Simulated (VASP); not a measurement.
# ScF3 (Pm-3m) in VASP: further runs, part 3 of 3

VASP 6.6.1.

**5. Electric field gradients, LDA**

This run uses another cell than the first one, of 16.15 Å³/atom, 1.020 times its volume.

Contents of INCAR:

```
SYSTEM = ScF3
  ALGO = Normal
  EDIFF = 1E-8
  ENCUT = 520
  GGA = CA
  ISIF = 2
  ISMEAR = -1
  LASPH = .TRUE.
  LCHARG = .FALSE.
  LEFG = .TRUE.
  LREAL = .FALSE.
  LWAVE = .FALSE.
  NBANDS = 24
  NELM = 80
  PREC = Accurate
  SIGMA = 0.02
```

Contents of KPOINTS:

```
k-points
0
G
  6 6 6
  0 0 0
```

Contents of POSCAR:

```
ScF3
1.0
    4.0124500000      0.0000000000      0.0000000000
    0.0000000000      4.0124500000      0.0000000000
    0.0000000000      0.0000000000      4.0124500000
Sc F
1 3
Direct
    0.0000000000      0.0000000000      0.0000000000
    0.5000000000      0.0000000000      0.0000000000
    0.0000000000      0.5000000000      0.0000000000
    0.0000000000      0.0000000000      0.5000000000
```

Potentials or basis: VASP PAW LDA potentials, release 64 (Sc_sv, F).

The run is started by

```console
$ cat potpaw_LDA.64/Sc_sv/POTCAR potpaw_LDA.64/F/POTCAR > POTCAR
$ mpirun -np 1 vasp_std > vasp.out
```

OUTCAR:

```text
SYSTEM = ScF3
   EDIFF = 1E-8
   ENCUT = 520
   GGA = CA
   ISIF = 2
   ISMEAR = -1
   LASPH = .TRUE.
   LREAL = .FALSE.
   NELM = 80
   PREC = Accurate

 ion  position               nearest neighbor table
   1  0.000  0.000  0.000-   2 2.01   3 2.01   4 2.01   4 2.01   3 2.01   2 2.01
   2  0.500  0.000  0.000-   1 2.01   1 2.01
   3  0.000  0.500  0.000-   1 2.01   1 2.01
   4  0.000  0.000  0.500-   1 2.01   1 2.01

  LATTYP: Found a simple cubic cell.
 ALAT       =     4.0124500000

  Lattice vectors:

 A1 = (   4.0124500000,   0.0000000000,   0.0000000000)
 A2 = (   0.0000000000,   4.0124500000,   0.0000000000)
 A3 = (   0.0000000000,   0.0000000000,   4.0124500000)

Analysis of symmetry for initial positions (statically):
[... 756 lines left out ...]
---------------------------------------------------------------------
   1       0.000     0.000     0.000    -0.000    -0.000    -0.000
   2      55.725   -27.862   -27.862     0.000    -0.000     0.000
   3     -27.862    55.725   -27.862    -0.000     0.000    -0.000
   4     -27.862   -27.862    55.725    -0.000    -0.000     0.000
---------------------------------------------------------------------

 Electric field gradients after diagonalization (V/A^2)
 (convention: |V_zz| > |V_xx| > |V_yy|)
----------------------------------------------------------------------
 ion       V_xx      V_yy      V_zz     asymmetry (V_yy - V_xx)/ V_zz
----------------------------------------------------------------------
   1       0.000     0.000     0.000      -0.410
   2     -27.862   -27.862    55.725       0.000
   3     -27.862   -27.862    55.725       0.000
   4     -27.862   -27.862    55.725       0.000
----------------------------------------------------------------------

           NMR quadrupolar parameters

 Cq : quadrupolar parameter    Cq=e*Q*V_zz/h
 eta: asymmetry parameters     (V_yy - V_xx)/ V_zz
 Q  : nuclear electric quadrupole moment in mb (millibarn)
----------------------------------------------------------------------
 ion       Cq(MHz)       eta       Q (mb)
----------------------------------------------------------------------
   1       0.000      -0.410       1.000
   2       0.135       0.000       1.000
   3       0.135       0.000       1.000
   4       0.135       0.000       1.000
----------------------------------------------------------------------
```

OSZICAR:

```text
N       E                     dE             d eps       ncg     rms          rms(c)
DAV:   1     0.405470741347E+03    0.40547E+03   -0.15168E+04   960   0.138E+03
DAV:   2    -0.102721249869E+01   -0.40650E+03   -0.38591E+03  1296   0.434E+02
DAV:   3    -0.334939687512E+02   -0.32467E+02   -0.32213E+02  1392   0.148E+02
DAV:   4    -0.340436623286E+02   -0.54969E+00   -0.54915E+00  1184   0.184E+01
DAV:   5    -0.340579344058E+02   -0.14272E-01   -0.14271E-01  1360   0.299E+00    0.163E+01
DAV:   6    -0.297539174376E+02    0.43040E+01   -0.12314E+01  1424   0.480E+01    0.736E+00
DAV:   7    -0.296439960213E+02    0.10992E+00   -0.80005E-01  1184   0.650E+00    0.423E+00
DAV:   8    -0.295873462846E+02    0.56650E-01   -0.26407E-01  1456   0.552E+00    0.788E-01
DAV:   9    -0.295919861202E+02   -0.46398E-02   -0.18330E-01  1152   0.301E+00    0.110E+00
DAV:  10    -0.295793797187E+02    0.12606E-01   -0.65934E-02  1384   0.221E+00    0.149E-01
DAV:  11    -0.295795057419E+02   -0.12602E-03   -0.29418E-03  1344   0.833E-01    0.118E-01
DAV:  12    -0.295793189744E+02    0.18677E-03   -0.44373E-04  1344   0.393E-01    0.162E-02
DAV:  13    -0.295793238510E+02   -0.48766E-05   -0.28286E-05  1120   0.421E-02    0.162E-02
DAV:  14    -0.295793221983E+02    0.16527E-05   -0.15399E-05  1320   0.284E-02    0.463E-03
DAV:  15    -0.295793220776E+02    0.12066E-06   -0.84437E-07  1152   0.683E-03    0.790E-04
DAV:  16    -0.295793220752E+02    0.24079E-08   -0.12694E-08   880   0.121E-03
   1 F= -.29579322E+02 E0= -.29579322E+02  d E =-.983855E-13
```

It took 21 s on 1 thread of AMD EPYC 9R45 (Zen 5), shared host; peak memory 0.12 GiB.

What came out:

```
Free energy            : -29.5793 eV
Pressure               : -2.3 GPa
Band gap on the k mesh : 6.18 eV, indirect (least direct gap 6.72 eV)
```

Electric field gradients, principal values (V/Å²):
```
atom    least   middle  greatest (by size)
1 Sc    0.000    0.000               0.000
 2 F  -27.862  -27.862              55.725
 3 F  -27.862  -27.862              55.725
 4 F  -27.862  -27.862              55.725
```

Caveat: without QUAD_EFG the Cq values of the log hold for a quadrupole moment of 1 mb, not for the nuclei. Expect the measured gap to be larger: semilocal functionals such as LDA lack the derivative discontinuity.

**6. Electric field gradients, LDA**

This run uses another cell than the first one, of 16.15 Å³/atom, 1.020 times its volume.

Contents of INCAR:

```
ALGO = Normal ; EDIFF = 1E-8
ENCUT = 520 ; ISIF = 2
ISMEAR = -1 ; LASPH = T
LCHARG = F ; LEFG = T
LREAL = F ; LWAVE = F
NBANDS = 24 ; NELM = 60
PREC = Accurate ; SIGMA = 0.02
```

Contents of KPOINTS:

```
k-points
0
Gamma
  6 6 6
```

POSCAR is that of step 5.

Potentials or basis: VASP PAW LDA potentials, release 64 (Sc_sv, F).

The run is started by

```console
$ cat potpaw_LDA.64/Sc_sv/POTCAR potpaw_LDA.64/F/POTCAR > POTCAR
$ mpirun -np 1 vasp_std > vasp.out
```

OUTCAR:

```text
EDIFF = 1E-8
   ENCUT = 520
   ISIF = 2
   ISMEAR = -1
   LASPH = T
   LREAL = F
   NELM = 60
   PREC = Accurate

 ion  position               nearest neighbor table
   1  0.000  0.000  0.000-   2 2.01   3 2.01   4 2.01   4 2.01   3 2.01   2 2.01
   2  0.500  0.000  0.000-   1 2.01   1 2.01
   3  0.000  0.500  0.000-   1 2.01   1 2.01
   4  0.000  0.000  0.500-   1 2.01   1 2.01

  LATTYP: Found a simple cubic cell.
 ALAT       =     4.0124500000

  Lattice vectors:

 A1 = (   4.0124500000,   0.0000000000,   0.0000000000)
 A2 = (   0.0000000000,   4.0124500000,   0.0000000000)
 A3 = (   0.0000000000,   0.0000000000,   4.0124500000)

Analysis of symmetry for initial positions (statically):
=====================================================================
 Subroutine PRICEL returns:
 Original cell was already a primitive cell.

 Routine SETGRP: Setting up the symmetry group for a
 simple cubic supercell.

 Subroutine GETGRP returns: Found 48 space group operations
 (whereof 48 operations were pure point group operations)
 out of a pool of 48 trial point group operations.

The static configuration has the point symmetry O_h .

Analysis of symmetry for dynamics (positions and initial velocities):
=====================================================================
 Subroutine PRICEL returns:
 Original cell was already a primitive cell.

 Routine SETGRP: Setting up the symmetry group for a
 simple cubic supercell.

[... 696 lines left out ...]
     24      11.0649      0.00000

------------------------ aborting loop because EDIFF is reached ----------------------------------------

  FORCE on cell =-STRESS in cart. coord.  units (eV):
  Direction    XX          YY          ZZ          XY          YZ          ZX
  --------------------------------------------------------------------------------------
  -------------------------------------------------------------------------------------
  Total       -0.9310900     -0.9310900     -0.9310900      0.0000000      0.0000000      0.0000000
  in kB      -23.0926264    -23.0926264    -23.0926264      0.0000000      0.0000000      0.0000000
  external PRESSURE =     -23.0926264 kB  Pullay stress =       0.0000000 kB

 VOLUME and BASIS-vectors are now :
 -----------------------------------------------------------------------------
  energy-cutoff  :      520.00
  volume of cell :       64.60
      direct lattice vectors                 reciprocal lattice vectors
     4.012450000  0.000000000  0.000000000     0.249224289  0.000000000  0.000000000
     0.000000000  4.012450000  0.000000000     0.000000000  0.249224289  0.000000000
     0.000000000  0.000000000  4.012450000     0.000000000  0.000000000  0.249224289

 POSITION                                       TOTAL-FORCE (eV/Angst)
 -----------------------------------------------------------------------------------
      0.00000      0.00000      0.00000         0.000000      0.000000      0.000000
      2.00623      0.00000      0.00000         0.000000      0.000000      0.000000
      0.00000      2.00623      0.00000         0.000000      0.000000      0.000000
      0.00000      0.00000      2.00623         0.000000      0.000000      0.000000
 -----------------------------------------------------------------------------------
    total drift:                                0.000000      0.000000      0.000000

  FREE ENERGIE OF THE ION-ELECTRON SYSTEM (eV)
  ---------------------------------------------------
  free  energy   TOTEN  =       -29.5793220752 eV

  energy  without entropy=      -29.5793220752  energy(sigma->0) =      -29.57932208

 Electric field gradients (V/A^2)
---------------------------------------------------------------------
 ion       V_xx      V_yy      V_zz      V_xy      V_xz      V_yz
---------------------------------------------------------------------
   1       0.000     0.000     0.000    -0.000    -0.000    -0.000
   2      55.725   -27.862   -27.862     0.000    -0.000     0.000
   3     -27.862    55.725   -27.862    -0.000     0.000    -0.000
   4     -27.862   -27.862    55.725    -0.000    -0.000     0.000
---------------------------------------------------------------------

 Electric field gradients after diagonalization (V/A^2)
 (convention: |V_zz| > |V_xx| > |V_yy|)
----------------------------------------------------------------------
 ion       V_xx      V_yy      V_zz     asymmetry (V_yy - V_xx)/ V_zz
----------------------------------------------------------------------
   1       0.000     0.000     0.000      -0.410
   2     -27.862   -27.862    55.725       0.000
   3     -27.862   -27.862    55.725       0.000
   4     -27.862   -27.862    55.725       0.000
----------------------------------------------------------------------

           NMR quadrupolar parameters

 Cq : quadrupolar parameter    Cq=e*Q*V_zz/h
 eta: asymmetry parameters     (V_yy - V_xx)/ V_zz
 Q  : nuclear electric quadrupole moment in mb (millibarn)
----------------------------------------------------------------------
 ion       Cq(MHz)       eta       Q (mb)
----------------------------------------------------------------------
   1       0.000      -0.410       1.000
   2       0.135       0.000       1.000
   3       0.135       0.000       1.000
   4       0.135       0.000       1.000
----------------------------------------------------------------------
```

OSZICAR:

```text
N       E                     dE             d eps       ncg     rms          rms(c)
DAV:   1     0.405470741347E+03    0.40547E+03   -0.15168E+04   960   0.138E+03
DAV:   2    -0.102721249869E+01   -0.40650E+03   -0.38591E+03  1296   0.434E+02
DAV:   3    -0.334939687512E+02   -0.32467E+02   -0.32213E+02  1392   0.148E+02
DAV:   4    -0.340436623286E+02   -0.54969E+00   -0.54915E+00  1184   0.184E+01
DAV:   5    -0.340579344058E+02   -0.14272E-01   -0.14271E-01  1360   0.299E+00    0.163E+01
DAV:   6    -0.297539174376E+02    0.43040E+01   -0.12314E+01  1424   0.480E+01    0.736E+00
DAV:   7    -0.296439960213E+02    0.10992E+00   -0.80005E-01  1184   0.650E+00    0.423E+00
DAV:   8    -0.295873462846E+02    0.56650E-01   -0.26407E-01  1456   0.552E+00    0.788E-01
DAV:   9    -0.295919861202E+02   -0.46398E-02   -0.18330E-01  1152   0.301E+00    0.110E+00
DAV:  10    -0.295793797187E+02    0.12606E-01   -0.65934E-02  1384   0.221E+00    0.149E-01
DAV:  11    -0.295795057419E+02   -0.12602E-03   -0.29418E-03  1344   0.833E-01    0.118E-01
DAV:  12    -0.295793189744E+02    0.18677E-03   -0.44373E-04  1344   0.393E-01    0.162E-02
DAV:  13    -0.295793238510E+02   -0.48766E-05   -0.28286E-05  1120   0.421E-02    0.162E-02
DAV:  14    -0.295793221983E+02    0.16527E-05   -0.15399E-05  1320   0.284E-02    0.463E-03
DAV:  15    -0.295793220776E+02    0.12066E-06   -0.84437E-07  1152   0.683E-03    0.790E-04
DAV:  16    -0.295793220752E+02    0.24079E-08   -0.12694E-08   880   0.121E-03
   1 F= -.29579322E+02 E0= -.29579322E+02  d E =-.983855E-13
```

stdout:

```text
POSCAR found type information on POSCAR ScF
 POSCAR found :  2 types and       4 ions
 scaLAPACK will be used
 LDA part: xc-table for (Slater(with rela. corr.)+CA(PZ))
 , standard interpolation
 POSCAR, INCAR and KPOINTS ok, starting setup
 FFT: planning ... GRIDC
 FFT: planning ... GRID_SOFT
 FFT: planning ... GRID
 WAVECAR not read
 entering main loop
ion   1

ion   2

ion   3

ion   4
```

Run time: 22 s. Hardware: 1 thread of AMD EPYC 9R45 (Zen 5), shared host; peak memory 0.12 GiB.

Results:

| Quantity | Value |
| --- | --- |
| Free energy | -29.5793 eV |
| Pressure | -2.3 GPa |
| Band gap on the k mesh | 6.18 eV, indirect (least direct gap 6.72 eV) |

Levels at points of the mesh, in eV from the valence-band top:
```csv
k point,band 12,band 13,band 14,band 15,band 16,band 17,band 18,band 19,band 20,band 21
"(0.00, 0.00, 0.00)",-0.59,-0.59,-0.53,-0.53,-0.53,6.18,6.18,6.18,7.61,7.95
"(0.50, 0.00, 0.00)",-1.18,-1.18,-0.71,-0.54,-0.54,6.23,7.11,7.11,7.98,9.16
"(0.50, 0.50, 0.00)",-1.16,-1.16,-0.96,-0.96,0.00,7.15,7.15,7.79,8.64,10.77
"(0.50, 0.50, 0.50)",-2.31,-2.31,0.00,0.00,0.00,7.84,7.84,7.84,10.78,10.78
```

Electric field gradients, principal values (V/Å²):
```csv
atom,least,middle,greatest (by size)
1 Sc,0.000,0.000,0.000
2 F,-27.862,-27.862,55.725
3 F,-27.862,-27.862,55.725
4 F,-27.862,-27.862,55.725
```

Caveat: without QUAD_EFG the Cq values of the log hold for a quadrupole moment of 1 mb, not for the nuclei. A hybrid or GW would open this gap; LDA tends to underestimate it.

**7. The runs side by side**

| cell | gap on the mesh (eV) | pressure (GPa) |
| --- | --- | --- |
| a = 3.986 Å, 4 atoms | 6.29 | -0.3 |
| a = 4.026 Å, 4 atoms | 6.13 | -3.3 |
| a = 4.065 Å, 4 atoms | 5.98 | -5.8 |
| a = 4.012 Å, 4 atoms | 6.18 | -2.3 |

Alike in all rows: task electric field gradients; level LDA; potentials or basis VASP PAW LDA potentials, release 64 (Sc_sv, F); no spin polarisation; k mesh 6 × 6 × 6; cutoff (eV) 520; smearing fermi-dirac 0.02 eV.

Total energies depend on the potentials used, so only differences within one code and one set of settings carry meaning.
